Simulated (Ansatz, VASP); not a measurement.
**One calculation of InSb, two programs**

```
CELL_PARAMETERS angstrom
0.00000 3.24933 3.24933
3.24933 0.00000 3.24933
3.24933 3.24933 0.00000
ATOMIC_POSITIONS crystal
In 0.00000 0.00000 0.00000
Sb 0.75000 0.75000 0.75000
```

Alike in both runs: task single point; functional PBE; dispersion D4; k mesh 6 × 6 × 6; occupations gaussian, width 0.05 eV; no spin polarisation.

|  | VASP | Ansatz |
| --- | --- | --- |
| version | VASP 6.6.1 | Ansatz 0.2.0 |
| potentials or method | VASP PAW PBE potentials, release 64 (In_d, Sb), cutoff 520 eV | scalar-relativistic, plane waves, PAW |
| valence electrons in the cell | 18 | 28 |

```tsv
	VASP	Ansatz	Ansatz less VASP
gap on the k mesh at the Fermi level (eV)	none	none	-
pressure (GPa)	0.9	0.9	+0.03
```

A gap of «none» marks a metal or a gap that the smearing closes. VASP's potentials hold 18 valence electrons a cell and Ansatz's 28, so a difference there can come from the potentials and not from the codes.

Spin-orbit coupling is off throughout.
